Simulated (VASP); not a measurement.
# Fe (Im-3m) in VASP: single point with PBE

Aim: the single point of Fe with PBE.

Everything below comes from runs of VASP 6.6.1. Logs are shortened: lines on timing, memory, paths and dates and some standing lists are left out, and cuts for length are marked.

### 1 The cell of the first run

It takes space group Im-3m (No. 229, cubic). The conventional cell has a = 2.801 Å, b = 2.801 Å, c = 2.801 Å, α = 90.00°, β = 90.00°, γ = 90.00°. Within 3.2 Å of Fe (site symmetry m-3m) lie 14 Fe at 2.43 to 2.80 Å.

### 2 Single point, PBE, collinear spin, ferromagnetic start

INCAR

```
SYSTEM = Fe
PREC = Accurate
ENCUT = 600
EDIFF = 1E-6
ISMEAR = -1
SIGMA = 0.1
LREAL = .False.
LASPH = .True.
NELM = 200
ALGO = Normal
ISIF = 2
LWAVE = .False.
LCHARG = .False.
ISPIN = 2
MAGMOM = 2.5
LORBIT = 11
LMAXMIX = 4
GGA = PE
NBANDS = 14
GGA_COMPAT = .False.
```

KPOINTS

```
regular mesh
0
Gamma
  8 8 8
  0 0 0
```

POSCAR

```
Fe
1.0
   -1.4007060934      1.4007060934      1.4007060934
    1.4007060934     -1.4007060934      1.4007060934
    1.4007060934      1.4007060934     -1.4007060934
Fe
1
Direct
    0.0000000000      0.0000000000      0.0000000000
```

Potentials or basis: VASP PAW PBE potentials, release 64 (Fe).

The run is started by

```sh
$ cat potpaw_PBE.64/Fe/POTCAR > POTCAR
$ mpirun -np 1 vasp_std > vasp.out
```

OUTCAR:

```text
SYSTEM = Fe
   PREC = Accurate
   ENCUT = 600
   EDIFF = 1E-6
   ISMEAR = -1
   LREAL = .False.
   LASPH = .True.
   NELM = 200
   ISIF = 2
   ISPIN = 2
   LORBIT = 11
   GGA = PE

 ion  position               nearest neighbor table
   1  0.000  0.000  0.000-

  LATTYP: Found a body centered cubic cell.
 ALAT       =     2.8014121868

  Lattice vectors:

 A1 = (  -1.4007060934,   1.4007060934,   1.4007060934)
 A2 = (   1.4007060934,  -1.4007060934,   1.4007060934)
 A3 = (   1.4007060934,   1.4007060934,  -1.4007060934)

Analysis of symmetry for initial positions (statically):
=====================================================================
 Subroutine PRICEL returns:
 Original cell was already a primitive cell.

 Routine SETGRP: Setting up the symmetry group for a
 body centered cubic supercell.

 Subroutine GETGRP returns: Found 48 space group operations
 (whereof 48 operations were pure point group operations)
 out of a pool of 48 trial point group operations.

The static configuration has the point symmetry O_h .

Analysis of symmetry for dynamics (positions and initial velocities):
=====================================================================
 Subroutine PRICEL returns:
 Original cell was already a primitive cell.

 Routine SETGRP: Setting up the symmetry group for a
 body centered cubic supercell.

 Subroutine GETGRP returns: Found 48 space group operations
 (whereof 48 operations were pure point group operations)
 out of a pool of 48 trial point group operations.

The dynamic configuration has the point symmetry O_h .

Analysis of structural, dynamic, and magnetic symmetry:
=====================================================================
 Subroutine PRICEL returns:
 Original cell was already a primitive cell.

 Routine SETGRP: Setting up the symmetry group for a
 body centered cubic supercell.

 Subroutine GETGRP returns: Found 48 space group operations
 (whereof 48 operations were pure point group operations)
 out of a pool of 48 trial point group operations.

The overall configuration has the point symmetry O_h .

 Subroutine INISYM returns: Found 48 space group operations
 (whereof 48 operations are pure point group operations),
 and found     1 'primitive' translations

----------------------------------------------------------------------------------------

                                     Primitive cell

  volume of cell :      10.9926

  direct lattice vectors                    reciprocal lattice vectors
    -1.400706093  1.400706093  1.400706093     0.000000000  0.356962822  0.356962822
     1.400706093 -1.400706093  1.400706093     0.356962822  0.000000000  0.356962822
     1.400706093  1.400706093 -1.400706093     0.356962822  0.356962822  0.000000000

  length of vectors
     2.426094120  2.426094120  2.426094120     0.504821664  0.504821664  0.504821664

  position of ions in fractional coordinates (direct lattice)
     0.000000000  0.000000000  0.000000000

  ion indices of the primitive-cell ions
   primitive index   ion index
                 1           1

----------------------------------------------------------------------------------------

 KPOINTS: regular mesh

Automatic generation of k-mesh.
 Grid dimensions read from file:
 generate k-points for:    8    8    8

 Generating k-lattice:

  Cartesian coordinates                     Fractional coordinates (reciprocal lattice)
     0.000000000  0.044620353  0.044620353     0.125000000  0.000000000  0.000000000
     0.044620353  0.000000000  0.044620353     0.000000000  0.125000000  0.000000000
     0.044620353  0.044620353  0.000000000     0.000000000  0.000000000  0.125000000

  Length of vectors
     0.063102708  0.063102708  0.063102708

  Shift w.r.t. Gamma in fractional coordinates (k-lattice)
     0.000000000  0.000000000  0.000000000

 Subroutine IBZKPT returns following result:
 ===========================================

 Found     29 irreducible k-points:

 Following reciprocal coordinates:
            Coordinates               Weight
  0.000000  0.000000  0.000000      1.000000
  0.125000  0.000000  0.000000     12.000000
  0.250000  0.000000  0.000000     12.000000
  0.375000  0.000000  0.000000     12.000000
  0.500000  0.000000  0.000000      6.000000
  0.125000  0.125000  0.000000     24.000000
[... 16 lines left out ...]
 -0.250000  0.250000  0.250000      6.000000
 -0.375000  0.375000  0.250000     24.000000
 [... further k-points ...]
   k-points           NKPTS =     29   k-points in BZ     NKDIM =     29   number of bands    NBANDS=     14
   number of dos      NEDOS =    301   number of ions     NIONS =      1
   total plane-waves  NPLWV =   8000
   dimension x,y,z NGX =    20 NGY =   20 NGZ =   20
   dimension x,y,z NGXF=    40 NGYF=   40 NGZF=   40
   ions per type =               1
   NGX,Y,Z   is equivalent  to a cutoff of  13.70, 13.70, 13.70 a.u.
   NGXF,Y,Z  is equivalent  to a cutoff of  27.41, 27.41, 27.41 a.u.
 SYSTEM =  Fe
   PREC   = accura    normal or accurate (medium, high low for compatibility)
   ISTART =      0    job   : 0-new  1-cont  2-samecut
   ICHARG =      2    charge: 1-file 2-atom 10-const
   ISPIN  =      2    spin polarized calculation?
   LNONCOLLINEAR =      F non collinear calculations
   LSORBIT =      F    spin-orbit coupling
   LASPH  =      T    aspherical Exc in radial PAW
   ENCUT  =  600.0 eV  44.10 Ry    6.64 a.u.   4.85  4.85  4.85*2*pi/ulx,y,z
   NELM   =    200;   NELMIN=  2; NELMDL= -5     # of ELM steps
   EDIFF  = 0.1E-05   stopping-criterion for ELM
   LREAL  =      F    real-space projection
   EDIFFG = 0.1E-04   stopping-criterion for IOM
   NSW    =      0    number of steps for IOM
   IBRION =     -1    ionic relax: 0-MD 1-quasi-New 2-CG
   NFREE  =      0    steps in history (QN), initial steepest desc. (CG)
   ISIF   =      2    stress and relaxation
   ISYM   =      2    0-nonsym 1-usesym 2-fastsym
   POTIM  = 0.5000    time-step for ionic-motion
   TEBEG  =    0.0;   TEEND  =   0.0 temperature during run
   PSTRESS=    0.0 pullay stress
   NELECT =       8.0000    total number of electrons
   NUPDOWN=      -1.0000    fix difference up-down
   EMIN   =  10.00;   EMAX   =-10.00  energy-range for DOS
   EFERMI =   0.00;   METHOD = LEGACY
   ISMEAR =    -1;   SIGMA  =   0.10  broadening in eV -4-tet -1-fermi 0-gaus
   EFERMI_NEDOS =   21; number of points for ismear=-14 and -15
   IALGO  =     38    algorithm
   IMIX   =      4    mixing-type and parameters
     AMIX     =   0.40;   BMIX     =  1.00
     AMIX_MAG =   1.60;   BMIX_MAG =  1.00
  volume/ion in A,a.u.               =      10.99        74.18
  Fermi-wavevector in a.u.,A,eV,Ry     =   1.472554  2.782723 29.503070  2.168414
  Thomas-Fermi vector in A             =   2.587554
   LORBIT       =     11    0 simple, 1 ext, 2 COOP (PROOUT), +10 PAW based schemes
   GGA     = PE    functional components
   LHFCALC =     F    Hartree Fock is set to
   AEXX    =    0.0000 exact exchange contribution
   IVDW    =     0    specifies the selected vdW correction
   LEPSILON=     F    determine dielectric tensor
   LRPA    =     F    only Hartree local field effects (RPA)
 spin polarized calculation
  energy-cutoff  :      600.00
  volume of cell :       10.99
 maximum number of plane-waves:       378
   NGX =  9   NGY =  9   NGZ =  9

 number of electron       8.0000003 magnetization       2.0485978

 Free energy of the ion-electron system (eV)
  ---------------------------------------------------
  ext. energy  EPLUGINS =         0.00000000
  ---------------------------------------------------
  free energy    TOTEN  =        -8.24126055 eV

  energy without entropy =       -8.20669272  energy(sigma->0) =       -8.22397663

 E-fermi :   6.1945     XC(G=0): -13.3069

 val. band max:        6.1369320228   @ k =  -0.3750   0.3750   0.1250
 cond. band min:       6.1963963468   @ k =   0.3750   0.0000   0.0000
 fundamental gap:      0.0594643241
 Fermi energy:         6.1944542020

 spin component 1

 k-point     1 :       0.0000    0.0000    0.0000
  band No.  band energies     occupation
      1      -2.4476      1.00000
      2       3.8524      1.00000
      3       3.8524      1.00000
      4       3.8524      1.00000
      5       5.1043      0.99998
      6       5.1043      0.99998
      7      31.5225      0.00000
      8      31.5225      0.00000
      9      31.5225      0.00000
     10      36.8135      0.00000
     11      36.8135      0.00000
     12      39.3412      0.00000
     13      39.3412      0.00000
     14      39.3412      0.00000
[... 375 lines left out ...]
 k-point    24 :      -0.3750    0.3750    0.2500
  band No.  band energies     occupation
      1       1.9092      1.00000
      2       2.4168      1.00000
      3       4.3300      1.00000
      4       4.7762      1.00000
      5       6.0036      0.87088
      6       8.6385      0.00000
      7      18.3248      0.00000
      8      21.3255      0.00000
      9      23.9835      0.00000
     10      27.5627      0.00000
     11      37.5824      0.00000
     12      39.4441      0.00000
     13      42.5051      0.00000
     14      47.2598      0.00000

 [... further k-points ...]

 spin component 2

 k-point     1 :       0.0000    0.0000    0.0000
  band No.  band energies     occupation
      1      -2.3007      1.00000
      2       5.6050      0.99725
      3       5.6051      0.99725
      4       5.6051      0.99725
      5       7.7630      0.00000
      6       7.7632      0.00000
      7      31.2698      0.00000
      8      31.2698      0.00000
      9      31.2698      0.00000
     10      37.0237      0.00000
     11      37.0237      0.00000
     12      39.9260      0.00000
     13      39.9260      0.00000
     14      39.9260      0.00000
[... 375 lines left out ...]
 k-point    24 :      -0.3750    0.3750    0.2500
  band No.  band energies     occupation
      1       3.1259      1.00000
      2       4.2845      1.00000
      3       6.0260      0.84344
      4       6.6076      0.01580
      5       7.9614      0.00000
      6      10.1247      0.00000
      7      19.0798      0.00000
      8      21.8516      0.00000
      9      24.6105      0.00000
     10      28.0128      0.00000
     11      38.2943      0.00000
     12      39.8245      0.00000
     13      42.9465      0.00000
     14      47.6465      0.00000

 [... further k-points ...]

------------------------ aborting loop because EDIFF is reached ----------------------------------------

  FORCE on cell =-STRESS in cart. coord.  units (eV):
  Direction    XX          YY          ZZ          XY          YZ          ZX
  --------------------------------------------------------------------------------------
  -------------------------------------------------------------------------------------
  Total        0.3445657      0.3445657      0.3445657      0.0000000      0.0000000     -0.0000000
  in kB       50.2205565     50.2205565     50.2205565      0.0000000      0.0000000     -0.0000000
  external PRESSURE =      50.2205565 kB  Pullay stress =       0.0000000 kB

 VOLUME and BASIS-vectors are now :
 -----------------------------------------------------------------------------
  energy-cutoff  :      600.00
  volume of cell :       10.99
      direct lattice vectors                 reciprocal lattice vectors
    -1.400706093  1.400706093  1.400706093     0.000000000  0.356962822  0.356962822
     1.400706093 -1.400706093  1.400706093     0.356962822  0.000000000  0.356962822
     1.400706093  1.400706093 -1.400706093     0.356962822  0.356962822  0.000000000

 POSITION                                       TOTAL-FORCE (eV/Angst)
 -----------------------------------------------------------------------------------
      0.00000      0.00000      0.00000        -0.000000     -0.000000     -0.000000
 -----------------------------------------------------------------------------------
    total drift:                                0.000000      0.000000      0.000000

  FREE ENERGIE OF THE ION-ELECTRON SYSTEM (eV)
  ---------------------------------------------------
  free  energy   TOTEN  =        -8.2412605480 eV

  energy  without entropy=       -8.2066927168  energy(sigma->0) =       -8.22397663

 total charge

# of ion       s       p       d       tot
------------------------------------------
    1        0.500   0.570   6.269   7.339

 magnetization (x)

# of ion       s       p       d       tot
------------------------------------------
    1       -0.015  -0.060   2.117   2.043
```

Run time: 12 s. Hardware: 1 thread of Intel Xeon Platinum 8488C (Sapphire Rapids), shared host; peak memory 0.13 GiB.

Results:

```yaml
Free_energy: -8.2413 eV
Pressure: 5.0 GPa
Net_moment: 2.05 μB per cell
Site_moments: Fe +2.04 μB
Valence_electrons_inside_the_program's_atomic_spheres: Fe 7.34
```

Caveat: the k points lie up to 0.40 Å⁻¹ apart.
